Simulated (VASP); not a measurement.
# MgS (Niningerite) (Fm-3m) in VASP: a series of runs

The runs below take MgS (Niningerite) through dielectric tensor, density of states, vibrations by perturbation theory, elastic constants, with LDA, PBEsol, PBE.

Program: VASP 6.6.1. These are calculated values, not measurements. Logs are shortened: lines on timing, memory, paths and dates and some standing lists are left out, and cuts for length are marked.

## Step 1: The cell of the first run

The structure is cubic, space group Fm-3m (No. 225). Conventional cell: a = 5.203 Å, b = 5.203 Å, c = 5.203 Å, α = 90.00°, β = 90.00°, γ = 90.00°. Within 3.4 Å of S (site symmetry m-3m) lie 6 Mg at 2.60 Å. Mg (site symmetry m-3m) has 6 S at 2.60 Å within 3.4 Å.

## Step 2: Dielectric tensor, LDA

Contents of INCAR:

```
PREC     = Accurate       # precision mode
ENCUT    = 520            # plane-wave cutoff, eV
EDIFF    = 1E-8           # SCF threshold, eV
ISMEAR   = 0              # smearing method
SIGMA    = 0.01           # smearing width, eV
LREAL    = F              # projectors in reciprocal space
LASPH    = T              # aspherical terms in the spheres
NELM     = 100            # most SCF steps
ALGO     = Normal         # electronic algorithm
ISIF     = 2              # what is computed and relaxed
LWAVE    = F              # write WAVECAR
LCHARG   = F              # write CHGCAR
GGA      = CA             # functional
LEPSILON = T              # dielectric tensor by DFPT
```

Contents of KPOINTS:

```
Automatic mesh
0
Gamma
  9 9 9
```

Contents of POSCAR:

```
MgS
1.0
    0.0000000000      2.6016500000      2.6016500000
    2.6016500000      0.0000000000      2.6016500000
    2.6016500000      2.6016500000      0.0000000000
S Mg
1 1
Direct
    0.5000000000      0.5000000000      0.5000000000
    0.0000000000      0.0000000000      0.0000000000
```

Potentials or basis: VASP PAW LDA potentials, release 64 (S, Mg).

Launch:

```
cat potpaw_LDA.64/S/POTCAR potpaw_LDA.64/Mg/POTCAR > POTCAR
mpirun -np 1 vasp_std > vasp.out
```

OUTCAR:

```text
PREC = Accurate
   ENCUT = 520
   EDIFF = 1E-8
   ISMEAR = 0
   LREAL = F
   LASPH = T
   NELM = 100
   ISIF = 2
   GGA = CA
   LEPSILON = T

 ion  position               nearest neighbor table
   1  0.500  0.500  0.500-   2 2.60   2 2.60   2 2.60   2 2.60   2 2.60   2 2.60
   2  0.000  0.000  0.000-   1 2.60   1 2.60   1 2.60   1 2.60   1 2.60   1 2.60

  LATTYP: Found a face centered cubic cell.
 ALAT       =     5.2033000000

  Lattice vectors:

 A1 = (   0.0000000000,   2.6016500000,   2.6016500000)
 A2 = (   2.6016500000,   0.0000000000,   2.6016500000)
 A3 = (   2.6016500000,   2.6016500000,   0.0000000000)

Analysis of symmetry for initial positions (statically):
[... 33 lines left out ...]
                                     Primitive cell

  volume of cell :      35.2190

  direct lattice vectors                    reciprocal lattice vectors
     0.000000000  2.601650000  2.601650000    -0.192185728  0.192185728  0.192185728
     2.601650000  0.000000000  2.601650000     0.192185728 -0.192185728  0.192185728
     2.601650000  2.601650000  0.000000000     0.192185728  0.192185728 -0.192185728

  length of vectors
     3.679288715  3.679288715  3.679288715     0.332875446  0.332875446  0.332875446

  position of ions in fractional coordinates (direct lattice)
[... 8 lines left out ...]
----------------------------------------------------------------------------------------

 KPOINTS: Automatic mesh

Automatic generation of k-mesh.
 Grid dimensions read from file:
 generate k-points for:    9    9    9

 Generating k-lattice:

  Cartesian coordinates                     Fractional coordinates (reciprocal lattice)
    -0.021353970  0.021353970  0.021353970     0.111111111  0.000000000  0.000000000
     0.021353970 -0.021353970  0.021353970     0.000000000  0.111111111  0.000000000
     0.021353970  0.021353970 -0.021353970     0.000000000  0.000000000  0.111111111

  Length of vectors
     0.036986161  0.036986161  0.036986161

  Shift w.r.t. Gamma in fractional coordinates (k-lattice)
     0.000000000  0.000000000  0.000000000

 Subroutine IBZKPT returns following result:
 ===========================================

 Found     35 irreducible k-points:
[... 374 lines left out ...]
     0.000000000  2.601650000  2.601650000    -0.192185728  0.192185728  0.192185728
     2.601650000  0.000000000  2.601650000     0.192185728 -0.192185728  0.192185728
     2.601650000  2.601650000  0.000000000     0.192185728  0.192185728 -0.192185728

 POSITION                                       TOTAL-FORCE (eV/Angst)
 -----------------------------------------------------------------------------------
      2.60165      2.60165      2.60165        -0.000000     -0.000000     -0.000000
      0.00000      0.00000      0.00000         0.000000      0.000000      0.000000
 -----------------------------------------------------------------------------------
    total drift:                                0.000000      0.000000      0.000000

  FREE ENERGIE OF THE ION-ELECTRON SYSTEM (eV)
  ---------------------------------------------------
  free  energy   TOTEN  =        -9.5715127825 eV

  energy  without entropy=       -9.5715127825  energy(sigma->0) =       -9.57151278

 HEAD OF MICROSCOPIC STATIC DIELECTRIC TENSOR (INDEPENDENT PARTICLE, excluding Hartree and local field effects)
 ------------------------------------------------------
           6.194410    -0.000000     0.000000
          -0.000000     6.194410    -0.000000
           0.000000    -0.000000     6.194410
 ------------------------------------------------------

 Free energy of the ion-electron system (eV)
  ---------------------------------------------------
  ---------------------------------------------------
  free energy    TOTEN  =        -0.47746576 eV

  energy without entropy =       -0.47746576

------------------------ aborting loop because EDIFF is reached ----------------------------------------

--------------------------------------- Ionic step        2  -------------------------------------------

------------------------ aborting loop because EDIFF is reached ----------------------------------------

--------------------------------------- Ionic step        3  -------------------------------------------

 Free energy of the ion-electron system (eV)
  ---------------------------------------------------
  ---------------------------------------------------
  free energy    TOTEN  =        -0.47746574 eV

  energy without entropy =       -0.47746574

------------------------ aborting loop because EDIFF is reached ----------------------------------------

 PIEZOELECTRIC TENSOR FIELD DIRECTION 3  (e Angst)
 -----------------------------------------------------------------------------
    -0.00003  0.00000 -0.00000           (  0.00001  0.00000 -0.00000)
     0.00000 -0.00003  0.00000           (  0.00000  0.00001  0.00000)
    -0.00000  0.00000 -0.00150           ( -0.00000  0.00000  0.00000)

 PIEZOELECTRIC TENSOR FIELD DIRECTION 3  (C/m^2)
 -----------------------------------------------------------------------------
    -0.00002  0.00000 -0.00000
     0.00000 -0.00002  0.00000
    -0.00000  0.00000 -0.00068

 MACROSCOPIC STATIC DIELECTRIC TENSOR (including local field effects in DFT)
 ------------------------------------------------------
           5.552751     0.000000     0.000000
          -0.000000     5.552751    -0.000000
          -0.000000     0.000000     5.552751
 ------------------------------------------------------

 PIEZOELECTRIC TENSOR (including local field effects)  for field in x, y, z        (e  Angst)
          XX          YY          ZZ          XY          YZ          ZX
  --------------------------------------------------------------------------------
  x     0.00000     0.00000     0.00000     0.00000     0.00000     0.00000
  y     0.00000     0.00000     0.00000     0.00000     0.00000     0.00000
  z     0.00000     0.00000     0.00000     0.00000     0.00000     0.00000

 PIEZOELECTRIC TENSOR (including local field effects)  for field in x, y, z        (C/m^2)
          XX          YY          ZZ          XY          YZ          ZX
  --------------------------------------------------------------------------------
  x     0.00000     0.00000     0.00000     0.00000     0.00000     0.00000
  y     0.00000     0.00000     0.00000     0.00000     0.00000     0.00000
  z     0.00000     0.00000     0.00000     0.00000     0.00000     0.00000

 BORN EFFECTIVE CHARGES (including local field effects) (in |e|, cummulative output)
 ---------------------------------------------------------------------------------
 ion    1
    1    -2.33145     0.00000     0.00000
    2     0.00000    -2.33145    -0.00000
    3     0.00000     0.00000    -2.33145
 ion    2
    1     2.33145    -0.00000    -0.00000
    2     0.00000     2.33145     0.00000
    3    -0.00000    -0.00000     2.33145
```

OSZICAR:

```text
N       E                     dE             d eps       ncg     rms          rms(c)
DAV:   1     0.215865052735E+02    0.21587E+02   -0.36791E+03   568   0.805E+02
[... 12 lines left out ...]
RMM:   5    -0.477107574702E+00   -0.96550E-02   -0.12627E-03  1924   0.263E-01    0.528E-02
RMM:   6    -0.477065165011E+00    0.42410E-04   -0.32374E-05  2038   0.429E-02    0.314E-02
RMM:   7    -0.477388402823E+00   -0.32324E-03   -0.40098E-05  1998   0.365E-02    0.101E-02
RMM:   8    -0.477465246033E+00   -0.76843E-04   -0.27813E-06  1992   0.115E-02    0.312E-03
RMM:   9    -0.477452623732E+00    0.12622E-04   -0.19273E-07  2130   0.193E-03    0.543E-04
RMM:  10    -0.477466249496E+00   -0.13626E-04    0.13408E-06  2111   0.455E-04    0.171E-04
RMM:  11    -0.477465090648E+00    0.11588E-05   -0.28600E-07  1869   0.112E-04    0.407E-05
RMM:  12    -0.477465742543E+00   -0.65190E-06   -0.10257E-07   877   0.477E-05    0.938E-06
```

It took 66 s on 1 thread of AMD EPYC 9R45 (Zen 5), shared host; peak memory 0.17 GiB.

What came out:

| Quantity | Value |
| --- | --- |
| Band gap on the k mesh | 2.69 eV, indirect (least direct gap 3.49 eV) |
| Electronic dielectric tensor (diagonal) | 5.55 |
| Born charges (mean of the diagonal) | S -2.33; Mg +2.33 e |

Levels at points of the mesh, in eV from the valence-band top:
```
           k point  band 2  band 3  band 4  band 5  band 6  band 7
(0.00, 0.00, 0.00)    0.00    0.00    0.00    3.49    7.84    7.84
```

Electronic dielectric tensor:
```
5.55 0.00 0.00
0.00 5.55 0.00
0.00 0.00 5.55
```

Born effective charge tensors (e):
atom 1, S
```
-2.33  0.00  0.00
 0.00 -2.33  0.00
 0.00  0.00 -2.33
```
atom 2, Mg
```
2.33 0.00 0.00
0.00 2.33 0.00
0.00 0.00 2.33
```

A k mesh can miss the band edges.

## Step 3: Density of states, PBEsol

POSCAR is that of step 2.

Contents of INCAR.step1:

```
SYSTEM = MgS
PREC = Accurate
ENCUT = 520
EDIFF = 1E-7
ISMEAR = -1
SIGMA = 0.01
LREAL = .FALSE.
LASPH = .TRUE.
NELM = 80
ALGO = Normal
ISIF = 2
LWAVE = .FALSE.
LCHARG = .TRUE.
GGA = PS
NBANDS = 11
```

Contents of KPOINTS.step1:

```
Automatic mesh
0
G
  9 9 9
  0 0 0
```

Contents of INCAR.step2:

```
SYSTEM = MgS
PREC = Accurate
ENCUT = 520
EDIFF = 1E-7
ISMEAR = -5
SIGMA = 0.01
LREAL = .FALSE.
LASPH = .TRUE.
NELM = 80
ALGO = Normal
ISIF = 2
LWAVE = .FALSE.
LCHARG = .FALSE.
GGA = PS
LORBIT = 11
NEDOS = 2001
ICHARG = 11
```

Contents of KPOINTS.step2:

```
Automatic mesh
0
G
  14 14 14
  0 0 0
```

Potentials or basis: VASP PAW PBE potentials, release 64 (S, Mg).

Launch:

```
cat potpaw_PBE.64/S/POTCAR potpaw_PBE.64/Mg/POTCAR > POTCAR
cp INCAR.step1 INCAR
cp KPOINTS.step1 KPOINTS
mpirun -np 1 vasp_std > vasp.out
cp INCAR.step2 INCAR
cp KPOINTS.step2 KPOINTS
mpirun -np 1 vasp_std > vasp.out
```

Wall time 28 s (1 thread of Intel Xeon 6975P-C, shared host); peak memory 0.17 GiB.

It converged, with:

```
Valence electrons inside the program's atomic spheres : S 3.79; Mg 0.31
```

Levels at points of the mesh, in eV from the valence-band top:
| k point | band 1 | band 2 | band 3 | band 4 | band 5 | band 6 | band 7 | band 8 |
| --- | --- | --- | --- | --- | --- | --- | --- | --- |
| (0.00, 0.00, 0.00) | -12.68 | 0.00 | 0.00 | 0.00 | 3.59 | 7.85 | 7.85 | 7.85 |
| (0.50, 0.00, 0.00) | -11.36 | -4.89 | -0.60 | -0.60 | 4.40 | 6.83 | 6.83 | 10.07 |
| (0.50, 0.50, 0.00) | -10.98 | -4.26 | -1.71 | -1.71 | 2.70 | 4.24 | 11.87 | 12.83 |

Caveat: the PAW data sets were made with another functional, which shifts forces and pressure a little.

## Step 4: Vibrations by perturbation theory, PBE

Contents of INCAR:

```
PREC = Accurate
ENCUT = 520
EDIFF = 1E-8
ISMEAR = 0
SIGMA = 0.01
LREAL = F
LASPH = T
NELM = 80
ALGO = Normal
ISIF = 2
LWAVE = F
LCHARG = F
GGA = PE
NBANDS = 11
IBRION = 8
NSW = 1
LEPSILON = T
```

Contents of KPOINTS:

```
regular mesh
0
Gamma
  7 7 7
```

POSCAR is that of step 3.

Potentials or basis: VASP PAW PBE potentials, release 64 (S, Mg).

Launch:

```
cat potpaw_PBE.64/S/POTCAR potpaw_PBE.64/Mg/POTCAR > POTCAR
mpirun -np 1 vasp_std > vasp.out
```

OUTCAR:

```text
PREC = Accurate
   ENCUT = 520
   EDIFF = 1E-8
   ISMEAR = 0
   LREAL = F
   LASPH = T
   NELM = 80
   ISIF = 2
   GGA = PE
   IBRION = 8
   NSW = 1
   LEPSILON = T

 ion  position               nearest neighbor table
   1  0.500  0.500  0.500-   2 2.60   2 2.60   2 2.60   2 2.60   2 2.60   2 2.60
   2  0.000  0.000  0.000-   1 2.60   1 2.60   1 2.60   1 2.60   1 2.60   1 2.60

  LATTYP: Found a face centered cubic cell.
 ALAT       =     5.2033000000

  Lattice vectors:

 A1 = (   0.0000000000,   2.6016500000,   2.6016500000)
 A2 = (   2.6016500000,   0.0000000000,   2.6016500000)
 A3 = (   2.6016500000,   2.6016500000,   0.0000000000)

Analysis of symmetry for initial positions (statically):
[... 33 lines left out ...]
                                     Primitive cell

  volume of cell :      35.2190

[... 538 lines left out ...]
  z     0.00000     0.00000     0.00000     0.00000     0.00000     0.00000

 SECOND DERIVATIVES (NOT SYMMETRIZED)
 ------------------------------------
               1X          1Y          1Z          2X          2Y          2Z
  1X    -2.794860    0.000000    0.000000    2.794860    0.000000    0.000000
  1Y     0.000000   -2.794860    0.000000    0.000000    2.794860    0.000000
  1Z     0.000000    0.000000   -2.794860    0.000000    0.000000    2.794860
  2X     2.791788    0.000000    0.000000   -2.791788    0.000000    0.000000
  2Y     0.000000    2.791788    0.000000    0.000000   -2.791788    0.000000
  2Z     0.000000    0.000000    2.791788    0.000000    0.000000   -2.791788

 Eigenvectors and eigenvalues of the dynamical matrix
 ----------------------------------------------------

   1 f  =    7.026719 THz    44.150179 2PiTHz  234.386127 cm-1    29.060163 meV
             X         Y         Z           dx          dy          dz
      2.601650  2.601650  2.601650     0.656834   -0.000000   -0.000000
      0.000000  0.000000  0.000000    -0.754035    0.000000   -0.000000
[... 21 lines left out ...]
   6 f/i=    0.001914 THz     0.012026 2PiTHz    0.063847 cm-1     0.007916 meV
             X         Y         Z           dx          dy          dz
      2.601650  2.601650  2.601650     0.199561   -0.067824    0.723978
      0.000000  0.000000  0.000000     0.173836   -0.059081    0.630652

--------------------------------------------------------------------------------------------------------

 MACROSCOPIC STATIC DIELECTRIC TENSOR IONIC CONTRIBUTION
 ------------------------------------------------------
          10.037506     0.000000     0.000000
           0.000000    10.037506     0.000000
           0.000000     0.000000    10.037506
 ------------------------------------------------------

 ELASTIC MODULI CONTR FROM IONIC RELAXATION (kBar)
 Direction    XX          YY          ZZ          XY          YZ          ZX
 --------------------------------------------------------------------------------
 XX           0.0000      0.0000      0.0000      0.0000      0.0000      0.0000
 YY           0.0000      0.0000      0.0000      0.0000      0.0000      0.0000
 ZZ           0.0000      0.0000      0.0000      0.0000      0.0000      0.0000
 XY           0.0000      0.0000      0.0000      0.0000      0.0000      0.0000
 YZ           0.0000      0.0000      0.0000      0.0000      0.0000      0.0000
 ZX           0.0000      0.0000      0.0000      0.0000      0.0000      0.0000
 --------------------------------------------------------------------------------

 PIEZOELECTRIC TENSOR IONIC CONTR  for field in x, y, z        (C/m^2)
          XX          YY          ZZ          XY          YZ          ZX
  --------------------------------------------------------------------------------
  x     0.00000     0.00000     0.00000     0.00000     0.00000     0.00000
  y     0.00000     0.00000     0.00000     0.00000     0.00000     0.00000
  z     0.00000     0.00000     0.00000     0.00000     0.00000     0.00000
```

Wall time 1.9 min (1 thread of Intel Xeon Platinum 8488C (Sapphire Rapids), shared host); peak memory 0.2 GiB.

What came out:

| Quantity | Value |
| --- | --- |
| Electronic dielectric tensor (diagonal) | 5.46 |
| Born charges (mean of the diagonal) | S -2.34; Mg +2.34 e |
| Highest phonon frequency at Γ, LO-TO splitting left out | 234 cm⁻¹ |

Phonon frequencies in cm⁻¹ (negative: imaginary):
```
              q point        frequencies
(0.000, 0.000, 0.000)  0 0 0 234 234 234
```

Electronic dielectric tensor:
```
5.46 0.00 0.00
0.00 5.46 0.00
0.00 0.00 5.46
```

Born effective charge tensors (e):
atom 1, S
```
-2.34  0.00  0.00
 0.00 -2.34  0.00
 0.00  0.00 -2.34
```
atom 2, Mg
```
2.34 0.00 0.00
0.00 2.34 0.00
0.00 0.00 2.34
```

## Step 5: Elastic constants, PBE

Contents of INCAR:

```
SYSTEM = MgS
PREC = Accurate
ENCUT = 600
EDIFF = 1E-8
ISMEAR = 0
SIGMA = 0.01
LREAL = .False.
LASPH = .True.
NELM = 60
ALGO = Normal
ISIF = 3
LWAVE = .False.
LCHARG = .False.
GGA = PE
IBRION = 6
NFREE = 2
POTIM = 0.015
NSW = 1
```

Contents of KPOINTS:

```
Automatic mesh
0
Gamma
  7 7 7
  0 0 0
```

POSCAR is that of step 4.

Launch:

```
cat potpaw_PBE.64/S/POTCAR potpaw_PBE.64/Mg/POTCAR > POTCAR
mpirun -np 1 vasp_std > vasp.out
```

Wall time 4.3 min (1 thread of Intel Xeon Platinum 8488C (Sapphire Rapids), shared host); peak memory 0.23 GiB.

Results (log left out):

```
Elastic constants C11, C12, C44                         : 148, 42, 55 GPa
Voigt bulk modulus                                      : 78 GPa
Highest phonon frequency at Γ, LO-TO splitting left out : 234 cm⁻¹
```

Phonon frequencies in cm⁻¹ (negative: imaginary):
| q point | frequencies |
| --- | --- |
| (0.000, 0.000, 0.000) | 0 0 0 234 234 234 |

Elastic tensor in Voigt notation (GPa, in the Cartesian axes of the cell as first typed):
```
148  42  42   0   0   0
 42 148  42   0   0   0
 42  42 148   0   0   0
  0   0   0  55   0   0
  0   0   0   0  55   0
  0   0   0   0   0  55
```

Clamped-ion elastic tensor (GPa):
```
148  42  42   0   0   0
 42 148  42   0   0   0
 42  42 148   0   0   0
  0   0   0  55   0   0
  0   0   0   0  55   0
  0   0   0   0   0  55
```

## Step 6: Elastic constants, LDA

Contents of INCAR:

```
SYSTEM = MgS
PREC     = Accurate       ! precision mode
ENCUT    = 600            ! plane-wave cutoff, eV
EDIFF    = 1E-8           ! SCF threshold, eV
ISMEAR   = 0              ! smearing method
SIGMA    = 0.01           ! smearing width, eV
LREAL    = .FALSE.        ! projectors in reciprocal space
LASPH    = .TRUE.         ! aspherical terms in the spheres
NELM     = 60             ! most SCF steps
ALGO     = Normal         ! electronic algorithm
ISIF     = 3              ! what is computed and relaxed
LWAVE    = .FALSE.        ! write WAVECAR
LCHARG   = .FALSE.        ! write CHGCAR
NBANDS   = 11             ! bands
IBRION   = 6              ! ionic algorithm
NFREE    = 2            
POTIM    = 0.015          ! step
NSW      = 1              ! ionic steps
```

Contents of KPOINTS:

```
regular mesh
0
G
  7 7 7
  0 0 0
```

POSCAR is that of step 5.

Potentials or basis: VASP PAW LDA potentials, release 64 (S, Mg).

Launch:

```
cat potpaw_LDA.64/S/POTCAR potpaw_LDA.64/Mg/POTCAR > POTCAR
mpirun -np 1 vasp_std > vasp.out
```

It took 4.2 min on 1 thread of Intel Xeon 6975P-C, shared host; peak memory 0.23 GiB.

The run converged. Its results:

| Property | Result |
| --- | --- |
| Elastic constants C11, C12, C44 | 136, 41, 54 GPa |
| Voigt bulk modulus | 73 GPa |
| Highest phonon frequency at Γ, LO-TO splitting left out | 222 cm⁻¹ |

Phonon frequencies in cm⁻¹ (negative: imaginary):
```csv
q point,frequencies
"(0.000, 0.000, 0.000)",0 0 0 222 222 222
```

Elastic tensor in Voigt notation (GPa, in the Cartesian axes of the cell as first typed):
```
136  41  41   0   0   0
 41 136  41   0   0   0
 41  41 136   0   0   0
  0   0   0  54   0   0
  0   0   0   0  54   0
  0   0   0   0   0  54
```

Clamped-ion elastic tensor (GPa):
```
136  41  41   0   0   0
 41 136  41   0   0   0
 41  41 136   0   0   0
  0   0   0  54   0   0
  0   0   0   0  54   0
  0   0   0   0   0  54
```

Caveat: the cell is under stress, which shifts elastic constants.
